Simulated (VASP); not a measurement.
# Si4Mo2C in VASP: notebook

The runs below take Si4Mo2C through relaxation of the atoms, with PBE.

All numbers are computed with VASP 6.6.1; they aren't measurements. Logs are shortened: lines on timing, memory, paths and dates and some standing lists are left out, and cuts for length are marked.

**1. The cell of the first run**

The cell holds a slab with vacuum, 7 atoms: a = 3.217 Å, b = 3.217 Å, c = 21.879 Å, α = 90.00°, β = 90.00°, γ = 90.00°.

**2. Relaxation of the atoms, PBE**

File INCAR:

```
SYSTEM = Si4Mo2C
PREC     = Accurate       ! precision mode
ENCUT    = 520            ! plane-wave cutoff, eV
EDIFF    = 1E-6           ! SCF threshold, eV
ISMEAR   = 0              ! smearing method
SIGMA    = 0.1            ! smearing width, eV
LREAL    = .FALSE.        ! projectors in reciprocal space
LASPH    = .TRUE.         ! aspherical terms in the spheres
NELM     = 60             ! most SCF steps
ALGO     = Fast           ! electronic algorithm
ISIF     = 2              ! what is computed and relaxed
LWAVE    = .FALSE.        ! write WAVECAR
LCHARG   = .FALSE.        ! write CHGCAR
LDIPOL   = .TRUE.       
IDIPOL   = 3            
DIPOL    = 0.5 0.5 0.355
GGA      = PE             ! functional
IBRION   = 2              ! ionic algorithm
NSW      = 36             ! ionic steps
EDIFFG   = -0.025         ! ionic threshold
```

File KPOINTS:

```
Automatic mesh
0
G
  8 8 1
  0 0 0
```

File POSCAR:

```
Si4Mo2C
1.0
    3.2169717285      0.0000000000      0.0000000000
    0.0000000000      3.2169717285      0.0000000000
    0.0000000000      0.0000000000     21.8787970046
Si Mo C
4 2 1
Selective dynamics
Direct
    0.0000000000      0.0000000000      0.1828254085  F F F
    0.0000000000      0.0000000000      0.3015081460  F F F
    0.5000000000      0.5000000000      0.3593659936  F F F
    0.5000000000      0.5000000000      0.4743769505  F F F
    0.5000000000      0.5000000000      0.2421667772  F F F
    0.0000000000      0.0000000000      0.4192862006  F F F
    0.8750000000      1.0000000000      0.5083198669  F F T
```

Potentials or basis: VASP PAW PBE potentials, release 64 (Si, Mo_sv, C).

Run with:

```sh
$ cat potpaw_PBE.64/Si/POTCAR potpaw_PBE.64/Mo_sv/POTCAR potpaw_PBE.64/C/POTCAR > POTCAR
$ mpirun -np 1 vasp_std > vasp.out
```

OUTCAR:

```text
SYSTEM = Si4Mo2C
   PREC = Accurate
   ENCUT = 520
   EDIFF = 1E-6
   ISMEAR = 0
   LREAL = .FALSE.
   LASPH = .TRUE.
   NELM = 60
   ISIF = 2
   GGA = PE
   IBRION = 2
   NSW = 36
   EDIFFG = -0.025

 ion  position               nearest neighbor table
   1  0.000  0.000  0.183-   2 2.60   5 2.62   5 2.62   5 2.62   5 2.62
   2  0.000  0.000  0.302-   6 2.58   1 2.60   3 2.60   3 2.60   3 2.60   3 2.60   5 2.62   5 2.62
                             5 2.62   5 2.62
   3  0.500  0.500  0.359-   4 2.52   5 2.56   2 2.60   2 2.60   2 2.60   2 2.60   6 2.63   6 2.63
                             6 2.63   6 2.63
   4  0.500  0.500  0.474-   7 2.14   7 2.14   3 2.52   6 2.57   6 2.57   6 2.57   6 2.57
   5  0.500  0.500  0.242-   3 2.56   1 2.62   1 2.62   1 2.62   1 2.62   2 2.62   2 2.62   2 2.62
                             2 2.62
   6  0.000  0.000  0.419-   7 1.99   4 2.57   4 2.57   4 2.57   4 2.57   2 2.58   3 2.63   3 2.63
                             3 2.63   3 2.63
   7  0.875  0.000  0.508-   6 1.99   4 2.14   4 2.14

  LATTYP: Found a simple tetragonal cell.
 ALAT       =     3.2169717285
 C/A-ratio  =     6.8010535532

  Lattice vectors:

 A1 = (   3.2169717285,   0.0000000000,   0.0000000000)
 A2 = (   0.0000000000,   3.2169717285,   0.0000000000)
 A3 = (   0.0000000000,   0.0000000000,  21.8787970046)

Analysis of symmetry for initial positions (statically):
=====================================================================
 Subroutine PRICEL returns:
 Original cell was already a primitive cell.

 Routine SETGRP: Setting up the symmetry group for a
 simple tetragonal supercell.

 Subroutine GETGRP returns: Found  2 space group operations
 (whereof  2 operations were pure point group operations)
 out of a pool of 16 trial point group operations.

The static configuration has the point symmetry C_1h.

Analysis of symmetry for dynamics (positions and initial velocities):
=====================================================================
 Subroutine PRICEL returns:
 Original cell was already a primitive cell.

 Routine SETGRP: Setting up the symmetry group for a
 simple tetragonal supercell.

 Subroutine GETGRP returns: Found  2 space group operations
 (whereof  2 operations were pure point group operations)
 out of a pool of 16 trial point group operations.

The dynamic configuration has the point symmetry C_1h.

Analysis of constrained symmetry for selective dynamics:
=====================================================================
 Subroutine PRICEL returns:
 Original cell was already a primitive cell.

 Routine SETGRP: Setting up the symmetry group for a
 simple tetragonal supercell.

 Subroutine GETGRP returns: Found  2 space group operations
 (whereof  2 operations were pure point group operations)
 out of a pool of 16 trial point group operations.

The constrained configuration has the point symmetry C_1h.

 Subroutine INISYM returns: Found  2 space group operations
 (whereof  2 operations are pure point group operations),
 and found     1 'primitive' translations

----------------------------------------------------------------------------------------

                                     Primitive cell

  volume of cell :     226.4216

  direct lattice vectors                    reciprocal lattice vectors
     3.216971728  0.000000000  0.000000000     0.310851349  0.000000000  0.000000000
     0.000000000  3.216971728  0.000000000     0.000000000  0.310851349  0.000000000
     0.000000000  0.000000000 21.878797005     0.000000000  0.000000000  0.045706352

  length of vectors
     3.216971728  3.216971728 21.878797005     0.310851349  0.310851349  0.045706352

  position of ions in fractional coordinates (direct lattice)
     0.000000000  0.000000000  0.182825409
     0.000000000  0.000000000  0.301508146
     0.500000000  0.500000000  0.359365994
     0.500000000  0.500000000  0.474376951
     0.500000000  0.500000000  0.242166777
     0.000000000  0.000000000  0.419286201
     0.875000000  0.000000000  0.508319867

  ion indices of the primitive-cell ions
   primitive index   ion index
                 1           1
                 2           2
                 3           3
                 4           4
                 5           5
                 6           6
                 7           7

----------------------------------------------------------------------------------------

 KPOINTS: Automatic mesh

Automatic generation of k-mesh.
 Grid dimensions read from file:
 generate k-points for:    8    8    1

 Generating k-lattice:

  Cartesian coordinates                     Fractional coordinates (reciprocal lattice)
     0.038856419  0.000000000  0.000000000     0.125000000  0.000000000  0.000000000
     0.000000000  0.038856419  0.000000000     0.000000000  0.125000000  0.000000000
     0.000000000  0.000000000  0.045706352     0.000000000  0.000000000  1.000000000

  Length of vectors
     0.038856419  0.038856419  0.045706352

  Shift w.r.t. Gamma in fractional coordinates (k-lattice)
     0.000000000  0.000000000  0.000000000

 Subroutine IBZKPT returns following result:
 ===========================================

 Found     25 irreducible k-points:

 Following reciprocal coordinates:
            Coordinates               Weight
  0.000000  0.000000  0.000000      1.000000
  0.125000  0.000000  0.000000      2.000000
  0.000000  0.125000  0.000000      2.000000
  0.250000  0.000000  0.000000      2.000000
  0.000000  0.250000  0.000000      2.000000
  0.375000  0.000000  0.000000      2.000000
[... 16 lines left out ...]
  0.500000  0.375000  0.000000      2.000000
 -0.375000  0.500000  0.000000      2.000000
   k-points           NKPTS =     25   k-points in BZ     NKDIM =     25   number of bands    NBANDS=     28
   number of dos      NEDOS =    301   number of ions     NIONS =      7
   total plane-waves  NPLWV =  96768
   dimension x,y,z NGX =    24 NGY =   24 NGZ =  168
   dimension x,y,z NGXF=    48 NGYF=   48 NGZF=  336
   ions per type =               4   2   1
   NGX,Y,Z   is equivalent  to a cutoff of  12.40, 12.40, 12.77 a.u.
   NGXF,Y,Z  is equivalent  to a cutoff of  24.81, 24.81, 25.53 a.u.
 SYSTEM =  Si4Mo2C
   PREC   = accura    normal or accurate (medium, high low for compatibility)
   ISTART =      0    job   : 0-new  1-cont  2-samecut
   ICHARG =      2    charge: 1-file 2-atom 10-const
   ISPIN  =      1    spin polarized calculation?
   LNONCOLLINEAR =      F non collinear calculations
   LSORBIT =      F    spin-orbit coupling
   LASPH  =      T    aspherical Exc in radial PAW
   ENCUT  =  520.0 eV  38.22 Ry    6.18 a.u.   5.98  5.98 40.68*2*pi/ulx,y,z
   NELM   =     60;   NELMIN=  2; NELMDL= -5     # of ELM steps
   EDIFF  = 0.1E-05   stopping-criterion for ELM
   LREAL  =      F    real-space projection
   EDIFFG = -.3E-01   stopping-criterion for IOM
   NSW    =     36    number of steps for IOM
   IBRION =      2    ionic relax: 0-MD 1-quasi-New 2-CG
   NFREE  =      1    steps in history (QN), initial steepest desc. (CG)
   ISIF   =      2    stress and relaxation
   ISYM   =      2    0-nonsym 1-usesym 2-fastsym
   POTIM  = 0.5000    time-step for ionic-motion
   TEBEG  =    0.0;   TEEND  =   0.0 temperature during run
   PSTRESS=    0.0 pullay stress
   NELECT =      48.0000    total number of electrons
   NUPDOWN=      -1.0000    fix difference up-down
   EMIN   =  10.00;   EMAX   =-10.00  energy-range for DOS
   EFERMI =   0.00;   METHOD = LEGACY
   ISMEAR =     0;   SIGMA  =   0.10  broadening in eV -4-tet -1-fermi 0-gaus
   EFERMI_NEDOS =   21; number of points for ismear=-14 and -15
   IALGO  =     68    algorithm
   IMIX   =      4    mixing-type and parameters
     AMIX     =   0.40;   BMIX     =  1.00
     AMIX_MAG =   1.60;   BMIX_MAG =  1.00
  volume/ion in A,a.u.               =      32.35       218.28
  Fermi-wavevector in a.u.,A,eV,Ry     =   0.976149  1.844653 12.964530  0.952866
  Thomas-Fermi vector in A             =   2.106744
   LORBIT       =      0    0 simple, 1 ext, 2 COOP (PROOUT), +10 PAW based schemes
   GGA     = PE    functional components
   LHFCALC =     F    Hartree Fock is set to
   AEXX    =    0.0000 exact exchange contribution
   IVDW    =     0    specifies the selected vdW correction
   LEPSILON=     F    determine dielectric tensor
   LRPA    =     F    only Hartree local field effects (RPA)
 conjugate gradient relaxation of ions
 non-spin polarized calculation
 RMM-DIIS sequential band-by-band and
 Gauss-broadening in eV      SIGMA  =   0.10
  energy-cutoff  :      520.00
  volume of cell :      226.42
 maximum number of plane-waves:      6156
   NGX = 11   NGY = 11   NGZ = 81

 dipolmoment           0.000000      0.000000     -0.020455 electrons x Angstroem

--------------------------------------- Ionic step        1  -------------------------------------------

 number of electron      48.0000007 magnetization

 Free energy of the ion-electron system (eV)
  ---------------------------------------------------
  ext. energy  EPLUGINS =         0.00000000
  ---------------------------------------------------
  free energy    TOTEN  =       -49.70101763 eV

  energy without entropy =      -49.68717254  energy(sigma->0) =      -49.69409509

------------------------ aborting loop because EDIFF is reached ----------------------------------------

  FORCE on cell =-STRESS in cart. coord.  units (eV):
  Direction    XX          YY          ZZ          XY          YZ          ZX
  --------------------------------------------------------------------------------------
  -------------------------------------------------------------------------------------
  Total       -0.8993184     -1.8044679      5.5950550      0.0000000      0.0000000     -2.7158447
  in kB       -6.3636481    -12.7685566     39.5910497      0.0000000      0.0000000    -19.2175307
  external PRESSURE =       6.8196150 kB  Pullay stress =       0.0000000 kB
[... 69 lines left out ...]
--------------------------------------- Ionic step        3  -------------------------------------------

 number of electron      48.0000007 magnetization

 dipolmoment           0.000000      0.000000      0.103727 electrons x Angstroem

 Free energy of the ion-electron system (eV)
  ---------------------------------------------------
  ext. energy  EPLUGINS =         0.00000000
  ---------------------------------------------------
  free energy    TOTEN  =       -49.70336608 eV

  energy without entropy =      -49.68975755  energy(sigma->0) =      -49.69656182

 E-fermi :   1.3127     XC(G=0):  -5.6704

 val. band max:        1.2725693104   @ k =   0.5000   0.0000   0.0000
 cond. band min:       1.3163218387   @ k =   0.0000   0.0000   0.0000
 fundamental gap:      0.0437525282
 Fermi energy:         1.3127194082

 k-point     1 :       0.0000    0.0000    0.0000
  band No.  band energies     occupation
      1     -59.7159      2.00000
      2     -59.2790      2.00000
      3     -34.0533      2.00000
      4     -33.8310      2.00000
      5     -33.7558      2.00000
      6     -33.4346      2.00000
[... 733 lines left out ...]
     27       3.0532      0.00000
     28       3.5185      0.00000

 [... further k-points ...]

------------------------ aborting loop because EDIFF is reached ----------------------------------------

 vacuum level on the upper side and lower side of the slab       (xc-potential included)         0.876        -0.895

  FORCE on cell =-STRESS in cart. coord.  units (eV):
  Direction    XX          YY          ZZ          XY          YZ          ZX
  --------------------------------------------------------------------------------------
  -------------------------------------------------------------------------------------
  Total       -0.7288930     -1.7108633      6.1739035      0.0000000      0.0000000     -2.8055627
  in kB       -5.1577043    -12.1062033     43.6870272      0.0000000      0.0000000    -19.8523826
  external PRESSURE =       8.8077065 kB  Pullay stress =       0.0000000 kB
[... 22 lines left out ...]
  FREE ENERGIE OF THE ION-ELECTRON SYSTEM (eV)
  ---------------------------------------------------
  free  energy   TOTEN  =       -49.7033660837 eV

  energy  without entropy=      -49.6897575504  energy(sigma->0) =      -49.69656182

 reached required accuracy - stopping structural energy minimisation

 vacuum level on the upper side and lower side of the slab         7.573         5.761
```

It took 10 min on 1 thread of Oxide Virtual Turin-like, shared host; peak memory 0.36 GiB.

Results:

```
Free energy               : -49.7034 eV
Energy gained by relaxing : 0.3 meV/atom
Ionic steps               : 3
Band gap on the k mesh    : zero (bands 24 and 25 overlap by 0.23 eV)
```

Step by step:
```
step  energy change (eV)  largest force on free atoms (eV/Å)  pressure (GPa)
   1              0.0000                              0.2527            0.68
   2             -0.0021                              0.0871            0.81
   3             -0.0023                              0.0013            0.88
```

Final structure:
```
Si Mo C
1.0
     3.21697    0.00000    0.00000
     0.00000    3.21697    0.00000
     0.00000    0.00000   21.87880
Si Mo C
4 2 1
Direct
  0.00000 0.00000 0.18283
  0.00000 0.00000 0.30151
  0.50000 0.50000 0.35937
  0.50000 0.50000 0.47438
  0.50000 0.50000 0.24217
  0.00000 0.00000 0.41929
  0.87500 0.00000 0.50748
```

Levels at points of the mesh, in eV from the Fermi level:
```
           k point  band 22  band 23  band 24  band 25  band 26  band 27
(0.00, 0.00, 0.00)    -0.16     0.00     0.09     0.43     0.62     1.06
(0.50, 0.00, 0.00)    -1.79    -0.43    -0.28    -0.04     1.05     1.73
(0.00, 0.50, 0.00)    -1.41    -1.07    -0.27    -0.14     0.91     2.12
(0.50, 0.50, 0.00)    -1.81    -1.81    -0.71     0.84     1.67     1.93
```

**3. Relaxation of the atoms, PBE**

File INCAR:

```
SYSTEM = Si4Mo2C
ALGO = Fast ; DIPOL = 0.5 0.5 0.359
EDIFF = 1E-6 ; EDIFFG = -0.025
ENCUT = 520 ; GGA = PE
IBRION = 2 ; IDIPOL = 3
ISIF = 2 ; ISMEAR = 0
LASPH = .True. ; LCHARG = .False.
LDIPOL = .True. ; LREAL = .False.
LWAVE = .False. ; NELM = 100
NSW = 36 ; PREC = Accurate
SIGMA = 0.1
```

File KPOINTS:

```
k-points
0
Gamma
  8 8 1
  0 0 0
```

POSCAR: that of step 2 with these lines changed.

```diff
@@ -15,2 +15,2 @@
     0.0000000000      0.0000000000      0.4192862006  F F F
-    0.8750000000      1.0000000000      0.5083198669  F F T
+    0.5000000000      0.8750000000      0.5364434979  F F T
```

Potentials or basis: VASP PAW PBE potentials, release 64 (Si, Mo_sv, C).

Run with:

```sh
$ cat potpaw_PBE.64/Si/POTCAR potpaw_PBE.64/Mo_sv/POTCAR potpaw_PBE.64/C/POTCAR > POTCAR
$ mpirun -np 1 vasp_std > vasp.out
```

Run time: 19 min. Hardware: 1 thread of Oxide Virtual Turin-like, shared host; peak memory 0.37 GiB.

Results (log left out):

```
Free energy               : -49.4675 eV
Energy gained by relaxing : 25.7 meV/atom
Ionic steps               : 3
Band gap on the k mesh    : zero (bands 24 and 25 overlap by 0.63 eV)
```

Step by step:
```
step  energy change (eV)  largest force on free atoms (eV/Å)  pressure (GPa)
   1              0.0000                              1.8077           -0.91
   2             -0.1272                              1.0708           -0.34
   3             -0.1798                              0.0192            0.40
```

Final structure:
```
Si Mo C
1.0
     3.21697    0.00000    0.00000
     0.00000    3.21697    0.00000
     0.00000    0.00000   21.87880
Si Mo C
4 2 1
Direct
  0.00000 0.00000 0.18283
  0.00000 0.00000 0.30151
  0.50000 0.50000 0.35937
  0.50000 0.50000 0.47438
  0.50000 0.50000 0.24217
  0.00000 0.00000 0.41929
  0.50000 0.87500 0.52810
```

Levels at points of the mesh, in eV from the Fermi level:
```csv
k point,band 20,band 21,band 22,band 23,band 24,band 25,band 26,band 27,band 28
"(0.00, 0.00, 0.00)",-1.46,-1.09,-0.21,0.26,0.43,0.68,0.89,1.24,1.79
"(0.50, 0.00, 0.00)",-2.21,-1.75,-0.50,-0.30,-0.20,-0.12,0.83,1.88,2.47
"(0.00, 0.50, 0.00)",-2.21,-1.76,-0.91,-0.67,-0.20,-0.20,1.54,2.17,2.40
"(0.50, 0.50, 0.00)",-2.12,-1.99,-1.60,-1.50,-0.97,0.60,1.96,2.08,2.30
```

The gap in the log of VASP goes by the Fermi energy; the results here count the filled bands.